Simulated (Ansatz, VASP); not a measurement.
One calculation of AgCl, two programs

```xyz
2
Lattice="3.2255 0.0000 0.0000 0.0000 3.2255 0.0000 0.0000 0.0000 3.5518" Properties=species:S:1:pos:R:3 pbc="T T T"
Ag    0.0000    0.0000    0.0000
Cl    1.6127    1.6127    1.7759
```

Change from the starting cell: epitaxial_xy strain -5.0%.

Alike in both runs: task single point; functional HSE06; k mesh 6 × 6 × 6; no spin polarisation.

```csv
,VASP,Ansatz
version,VASP 6.6.1,Ansatz 0.2.0
potentials or method,"VASP PAW PBE potentials, release 64 (Ag, Cl)","plane waves, PAW"
plane-wave cutoff (eV),520,420
occupations,"gaussian, width 0.01 eV",fixed
valence electrons in the cell,18,26
```

Ansatz gave:

| Item | Value |
| --- | --- |
| gap on the k mesh at the Fermi level (eV) | 1.87 |
| pressure (GPa) | 5.0 |
| traceless stress, the component that is largest in VASP (GPa) | -4.05 |

Question: Estimate VASP's values.

Answer: gap on the k mesh at the Fermi level (eV): 1.86; pressure (GPa): 4.8; traceless stress, the component that is largest in VASP (GPa): -4.05.

VASP's potentials hold 18 valence electrons a cell and Ansatz's 26, so a difference there can come from the potentials and not from the codes. Ansatz's warnings: stress exchange threshold loose, stress scf threshold loose.
